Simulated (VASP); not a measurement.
# Pt (I4/mmm) in VASP: a series of runs

Runs on Pt. Level: PBE. Tasks: single point.

All numbers are computed with VASP 6.6.1; they aren't measurements. Logs are shortened: lines on timing, memory, paths and dates and some standing lists are left out, and cuts for length are marked.

## (1) The cell of the first run

It takes space group I4/mmm (No. 139, tetragonal). The conventional cell has a = 2.667 Å, b = 2.667 Å, c = 4.169 Å, α = 90.00°, β = 90.00°, γ = 90.00°. Within 3.5 Å of Pt (site symmetry 4/mmm) lie 12 Pt at 2.67 to 2.81 Å.

## (2) Single point, PBE (strain -0.050 along x and y, +0.050 along z)

INCAR reads:

```
ALGO     = Fast           # electronic algorithm
EDIFF    = 1E-6           # SCF threshold, eV
ENCUT    = 520            # plane-wave cutoff, eV
GGA      = PE             # functional
ISIF     = 2              # what is computed and relaxed
ISMEAR   = 0              # smearing method
LASPH    = True           # aspherical terms in the spheres
LCHARG   = True           # write CHGCAR
LELF     = True           # ELF
LREAL    = False          # projectors in reciprocal space
LVHAR    = True         
LWAVE    = False          # write WAVECAR
NBANDS   = 11             # bands
NELM     = 60             # most SCF steps
PREC     = Accurate       # precision mode
SIGMA    = 0.15           # smearing width, eV
```

KPOINTS reads:

```
k-points
0
Gamma
  26 26 26
```

POSCAR reads:

```
Pt
1.0
    0.0000000000      1.8858023017      2.0843078071
    1.8858023017      0.0000000000      2.0843078071
    1.8858023017      1.8858023017      0.0000000000
Pt
1
Direct
    0.0000000000      0.0000000000      0.0000000000
```

Potentials or basis: VASP PAW PBE potentials, release 64 (Pt).

Started as:

```bash
> cat potpaw_PBE.64/Pt/POTCAR > POTCAR
> mpirun -np 1 vasp_std > vasp.out
```

OUTCAR:

```text
EDIFF = 1E-6
   ENCUT = 520
   GGA = PE
   ISIF = 2
   ISMEAR = 0
   LASPH = True
   LREAL = False
   NELM = 60
   PREC = Accurate

 ion  position               nearest neighbor table
   1  0.000  0.000  0.000-

  LATTYP: Found a body centered tetragonal cell.
 ALAT       =     2.6669271910
 C/A-ratio  =     1.5630781479

  Lattice vectors:

 A1 = (  -1.8858023017,   0.0000000000,   2.0843078071)
 A2 = (   1.8858023017,   0.0000000000,   2.0843078071)
 A3 = (   0.0000000000,   1.8858023017,  -2.0843078071)

Analysis of symmetry for initial positions (statically):
=====================================================================
 Subroutine PRICEL returns:
 Original cell was already a primitive cell.

 Routine SETGRP: Setting up the symmetry group for a
 body centered tetragonal supercell.

 Subroutine GETGRP returns: Found 16 space group operations
 (whereof 16 operations were pure point group operations)
 out of a pool of 16 trial point group operations.

The static configuration has the point symmetry D_4h.

Analysis of symmetry for dynamics (positions and initial velocities):
=====================================================================
 Subroutine PRICEL returns:
 Original cell was already a primitive cell.

 Routine SETGRP: Setting up the symmetry group for a
 body centered tetragonal supercell.

 Subroutine GETGRP returns: Found 16 space group operations
 (whereof 16 operations were pure point group operations)
 out of a pool of 16 trial point group operations.

The dynamic configuration has the point symmetry D_4h.

 Subroutine INISYM returns: Found 16 space group operations
 (whereof 16 operations are pure point group operations),
 and found     1 'primitive' translations

----------------------------------------------------------------------------------------

                                     Primitive cell

  volume of cell :      14.8246

  direct lattice vectors                    reciprocal lattice vectors
     0.000000000  1.885802302  2.084307807    -0.265139140  0.265139140  0.239887793
     1.885802302  0.000000000  2.084307807     0.265139140 -0.265139140  0.239887793
     1.885802302  1.885802302  0.000000000     0.265139140  0.265139140 -0.239887793

  length of vectors
     2.810798704  2.810798704  2.666927191     0.445133328  0.445133328  0.445133328

  position of ions in fractional coordinates (direct lattice)
     0.000000000  0.000000000  0.000000000

  ion indices of the primitive-cell ions
   primitive index   ion index
                 1           1

----------------------------------------------------------------------------------------

 KPOINTS: k-points

Automatic generation of k-mesh.
 Grid dimensions read from file:
 generate k-points for:   26   26   26

 Generating k-lattice:

  Cartesian coordinates                     Fractional coordinates (reciprocal lattice)
    -0.010197659  0.010197659  0.009226454     0.038461538  0.000000000  0.000000000
     0.010197659 -0.010197659  0.009226454     0.000000000  0.038461538  0.000000000
     0.010197659  0.010197659 -0.009226454     0.000000000  0.000000000  0.038461538

  Length of vectors
     0.017120513  0.017120513  0.017120513

  Shift w.r.t. Gamma in fractional coordinates (k-lattice)
     0.000000000  0.000000000  0.000000000

 Subroutine IBZKPT returns following result:
 ===========================================

 Found   1330 irreducible k-points:

 Following reciprocal coordinates:
            Coordinates               Weight
  0.000000  0.000000  0.000000      1.000000
  0.038462 -0.000000  0.000000      8.000000
  0.076923 -0.000000  0.000000      8.000000
  0.115385  0.000000  0.000000      8.000000
  0.153846  0.000000  0.000000      8.000000
  0.192308  0.000000  0.000000      8.000000
[... 16 lines left out ...]
  0.346154  0.038462  0.000000      8.000000
  0.384615  0.038462  0.000000      8.000000
 [... further k-points ...]
   k-points           NKPTS =   1330   k-points in BZ     NKDIM =   1330   number of bands    NBANDS=     11
   number of dos      NEDOS =    301   number of ions     NIONS =      1
   total plane-waves  NPLWV =  11520
   dimension x,y,z NGX =    24 NGY =   24 NGZ =   20
   dimension x,y,z NGXF=    48 NGYF=   48 NGZF=   40
   ions per type =               1
   NGX,Y,Z   is equivalent  to a cutoff of  14.19, 14.19, 12.47 a.u.
   NGXF,Y,Z  is equivalent  to a cutoff of  28.39, 28.39, 24.93 a.u.
 SYSTEM =  unknown system
   PREC   = accura    normal or accurate (medium, high low for compatibility)
   ISTART =      0    job   : 0-new  1-cont  2-samecut
   ICHARG =      2    charge: 1-file 2-atom 10-const
   ISPIN  =      1    spin polarized calculation?
   LNONCOLLINEAR =      F non collinear calculations
   LSORBIT =      F    spin-orbit coupling
   LASPH  =      T    aspherical Exc in radial PAW
   ENCUT  =  520.0 eV  38.22 Ry    6.18 a.u.   5.23  5.23  4.96*2*pi/ulx,y,z
   NELM   =     60;   NELMIN=  2; NELMDL= -5     # of ELM steps
   EDIFF  = 0.1E-05   stopping-criterion for ELM
   LREAL  =      F    real-space projection
   EDIFFG = 0.1E-04   stopping-criterion for IOM
   NSW    =      0    number of steps for IOM
   IBRION =     -1    ionic relax: 0-MD 1-quasi-New 2-CG
   NFREE  =      0    steps in history (QN), initial steepest desc. (CG)
   ISIF   =      2    stress and relaxation
   ISYM   =      2    0-nonsym 1-usesym 2-fastsym
   POTIM  = 0.5000    time-step for ionic-motion
   TEBEG  =    0.0;   TEEND  =   0.0 temperature during run
   PSTRESS=    0.0 pullay stress
   NELECT =      10.0000    total number of electrons
   NUPDOWN=      -1.0000    fix difference up-down
   EMIN   =  10.00;   EMAX   =-10.00  energy-range for DOS
   EFERMI =   0.00;   METHOD = LEGACY
   ISMEAR =     0;   SIGMA  =   0.15  broadening in eV -4-tet -1-fermi 0-gaus
   EFERMI_NEDOS =   21; number of points for ismear=-14 and -15
   IALGO  =     68    algorithm
   IMIX   =      4    mixing-type and parameters
     AMIX     =   0.40;   BMIX     =  1.00
     AMIX_MAG =   1.60;   BMIX_MAG =  1.00
  volume/ion in A,a.u.               =      14.82       100.04
  Fermi-wavevector in a.u.,A,eV,Ry     =   1.435754  2.713182 28.046917  2.061390
  Thomas-Fermi vector in A             =   2.555018
   LORBIT       =      0    0 simple, 1 ext, 2 COOP (PROOUT), +10 PAW based schemes
   GGA     = PE    functional components
   LHFCALC =     F    Hartree Fock is set to
   AEXX    =    0.0000 exact exchange contribution
   IVDW    =     0    specifies the selected vdW correction
   LEPSILON=     F    determine dielectric tensor
   LRPA    =     F    only Hartree local field effects (RPA)
 non-spin polarized calculation
 RMM-DIIS sequential band-by-band and
 Gauss-broadening in eV      SIGMA  =   0.15
  energy-cutoff  :      520.00
  volume of cell :       14.82
 maximum number of plane-waves:       410
 NGX is ok and might be reduce to    24
   NGX = 11   NGY = 11   NGZ =  9

 number of electron      10.0000000 magnetization

 Free energy of the ion-electron system (eV)
  ---------------------------------------------------
  ext. energy  EPLUGINS =         0.00000000
  ---------------------------------------------------
  free energy    TOTEN  =        -6.03161050 eV

  energy without entropy =       -6.01179447  energy(sigma->0) =       -6.02170249

 E-fermi :  11.5573     XC(G=0): -13.5898

 val. band max:       11.5567057019   @ k =   0.3846   0.3077   0.0000
 cond. band min:      11.5579491778   @ k =  -0.3846   0.1154   0.3077
 fundamental gap:      0.0012434759
 Fermi energy:        11.5573425915

 k-point     1 :       0.0000    0.0000    0.0000
  band No.  band energies     occupation
      1       1.1917      2.00000
      2       6.9083      2.00000
      3       8.1876      2.00000
      4       8.1876      2.00000
      5       9.1219      2.00000
      6      10.6160      2.00000
      7      26.3562      0.00000
      8      29.6065      0.00000
      9      32.1369      0.00000
     10      32.1369      0.00000
     11      36.8837      0.00000

 k-point     2 :       0.0385   -0.0000    0.0000
  band No.  band energies     occupation
      1       1.2530      2.00000
      2       6.9249      2.00000
      3       8.1652      2.00000
      4       8.2116      2.00000
      5       9.1183      2.00000
      6      10.5921      2.00000
      7      26.4522      0.00000
      8      29.6201      0.00000
      9      31.8431      0.00000
     10      32.2360      0.00000
     11      37.2932      0.00000

 k-point     3 :       0.0769   -0.0000    0.0000
  band No.  band energies     occupation
      1       1.4341      2.00000
      2       6.9689      2.00000
      3       8.1014      2.00000
      4       8.2808      2.00000
      5       9.1168      2.00000
      6      10.5249      2.00000
      7      26.7268      0.00000
      8      29.5260      0.00000
      9      31.3387      0.00000
     10      32.5283      0.00000
     11      38.1379      0.00000

 k-point     4 :       0.1154    0.0000    0.0000
  band No.  band energies     occupation
      1       1.7267      2.00000
      2       7.0251      2.00000
      3       8.0055      2.00000
      4       8.3859      2.00000
      5       9.1444      2.00000
      6      10.4293      2.00000
      7      27.1368      0.00000
      8      28.9728      0.00000
      9      31.2720      0.00000
     10      32.9976      0.00000
     11      37.8900      0.00000
[... 239 lines left out ...]
 k-point    22 :       0.3077    0.0385    0.0000
  band No.  band energies     occupation
      1       3.7277      2.00000
      2       7.3561      2.00000
      3       7.6042      2.00000
      4       8.6745      2.00000
      5      10.2269      2.00000
      6      10.6949      2.00000
      7      23.6703      0.00000
      8      27.4348      0.00000
      9      33.5474      0.00000
     10      33.7460      0.00000
     11      35.3736      0.00000

 k-point    23 :       0.3462    0.0385    0.0000
  band No.  band energies     occupation
      1       3.9731      2.00000
      2       7.2789      2.00000
      3       8.1037      2.00000
      4       8.5829      2.00000
      5      10.6637      2.00000
      6      10.8932      2.00000
      7      22.2318      0.00000
      8      26.8550      0.00000
      9      32.9414      0.00000
     10      33.1636      0.00000
     11      36.2791      0.00000

 k-point    24 :       0.3846    0.0385    0.0000
  band No.  band energies     occupation
      1       4.0978      2.00000
      2       7.1785      2.00000
      3       8.4783      2.00000
      4       8.8287      2.00000
      5      11.0951      1.99999
      6      11.1057      1.99998
      7      20.7958      0.00000
      8      26.3335      0.00000
      9      32.0341      0.00000
     10      32.5508      0.00000
     11      37.2311      0.00000

 [... further k-points ...]

------------------------ aborting loop because EDIFF is reached ----------------------------------------

  FORCE on cell =-STRESS in cart. coord.  units (eV):
  Direction    XX          YY          ZZ          XY          YZ          ZX
  --------------------------------------------------------------------------------------
  -------------------------------------------------------------------------------------
  Total        1.9610956      1.9610956      0.6399428      0.0000000     -0.0000000      0.0000000
  in kB      211.9459803    211.9459803     69.1620074      0.0000000     -0.0000000      0.0000000
  external PRESSURE =     164.3513227 kB  Pullay stress =       0.0000000 kB

 VOLUME and BASIS-vectors are now :
 -----------------------------------------------------------------------------
  energy-cutoff  :      520.00
  volume of cell :       14.82
      direct lattice vectors                 reciprocal lattice vectors
     0.000000000  1.885802302  2.084307807    -0.265139140  0.265139140  0.239887793
     1.885802302  0.000000000  2.084307807     0.265139140 -0.265139140  0.239887793
     1.885802302  1.885802302  0.000000000     0.265139140  0.265139140 -0.239887793

 POSITION                                       TOTAL-FORCE (eV/Angst)
 -----------------------------------------------------------------------------------
      0.00000      0.00000      0.00000         0.000000      0.000000      0.000000
 -----------------------------------------------------------------------------------
    total drift:                                0.000000      0.000000     -0.000000

  FREE ENERGIE OF THE ION-ELECTRON SYSTEM (eV)
  ---------------------------------------------------
  free  energy   TOTEN  =        -6.0316104972 eV

  energy  without entropy=       -6.0117944744  energy(sigma->0) =       -6.02170249
```

Wall time 63 s (1 thread of Intel Xeon 6975P-C (Granite Rapids), shared host); peak memory 0.33 GiB.

Results:

```yaml
Free_energy: -6.0316 eV
Pressure: 16.4 GPa
Band_gap_on_the_k_mesh: zero (band 5 reaches 12.69 eV, above the bottom of band 6 at 9.84 eV)
```

Levels at points of the mesh, in eV from the Fermi level:
```
           k point  band 3  band 4  band 5  band 6  band 7  band 8
(0.00, 0.00, 0.00)   -3.37   -3.37   -2.44   -0.94   14.80   18.05
(0.50, 0.00, 0.00)   -3.33   -0.47   -0.17    0.32    6.12   13.92
(0.50, 0.50, 0.00)    0.17    0.48    0.48    0.58    7.42   12.75
(0.50, 0.00, 0.50)   -0.10   -0.02    1.13    2.49   10.08   10.65
```

Caveat: the cell differs from its parent crystal (strain -0.050 along x and y, +0.050 along z); spin-orbit coupling is left out, which moves the levels of the heavy elements.

## (3) Single point, PBE (strain +0.000 along x and y, -0.050 along z)

INCAR reads:

```
SYSTEM = Pt
PREC     = Accurate       ! precision mode
ENCUT    = 520            ! plane-wave cutoff, eV
EDIFF    = 1E-6           ! SCF threshold, eV
ISMEAR   = 0              ! smearing method
SIGMA    = 0.15           ! smearing width, eV
LREAL    = .False.        ! projectors in reciprocal space
LASPH    = .True.         ! aspherical terms in the spheres
NELM     = 60             ! most SCF steps
ALGO     = Fast           ! electronic algorithm
ISIF     = 2              ! what is computed and relaxed
LWAVE    = .False.        ! write WAVECAR
LCHARG   = .True.         ! write CHGCAR
GGA      = PE             ! functional
LELF     = .True.         ! ELF
LVHAR    = .True.       
NBANDS   = 11             ! bands
```

KPOINTS reads:

```
Automatic mesh
0
Gamma
  26 26 26
  0 0 0
```

POSCAR reads:

```
Pt
1.0
    0.0000000000      1.9850550544      1.8858023017
    1.9850550544      0.0000000000      1.8858023017
    1.9850550544      1.9850550544      0.0000000000
Pt
1
Direct
    0.0000000000      0.0000000000      0.0000000000
```

Potentials or basis: VASP PAW PBE potentials, release 64 (Pt).

Started as:

```bash
> cat potpaw_PBE.64/Pt/POTCAR > POTCAR
> mpirun -np 1 vasp_std > vasp.out
```

Wall time 74 s (1 thread of Intel Xeon 6975P-C (Granite Rapids), shared host); peak memory 0.33 GiB.

The run converged. Its results:

```
Free energy            : -6.0689 eV
Pressure               : 14.4 GPa
Band gap on the k mesh : zero (band 5 reaches 12.28 eV, above the bottom of band 6 at 9.73 eV)
```

Stress tensor (GPa, compression positive):
```
12.90  0.00  0.00
 0.00 12.90  0.00
 0.00  0.00 17.38
```

Levels at points of the mesh, in eV from the Fermi level:
| k point | band 1 | band 2 | band 3 | band 4 | band 5 | band 6 | band 7 | band 8 | band 9 | band 10 |
| --- | --- | --- | --- | --- | --- | --- | --- | --- | --- | --- |
| (0.00, 0.00, 0.00) | -10.37 | -4.05 | -4.05 | -3.46 | -2.02 | -1.33 | 14.66 | 19.20 | 19.20 | 20.62 |
| (0.50, 0.00, 0.00) | -7.46 | -4.24 | -3.62 | -0.51 | -0.11 | 0.22 | 5.99 | 14.12 | 18.62 | 19.68 |
| (0.50, 0.50, 0.00) | -7.18 | -6.77 | 0.00 | 0.54 | 0.54 | 2.46 | 9.96 | 10.84 | 10.84 | 19.88 |
| (0.50, 0.00, 0.50) | -7.26 | -6.74 | 0.00 | 0.26 | 0.74 | 1.44 | 8.63 | 11.60 | 11.99 | 20.67 |

Caveat: the cell differs from its parent crystal (strain +0.000 along x and y, -0.050 along z); spin-orbit coupling is left out, which moves the levels of the heavy elements.
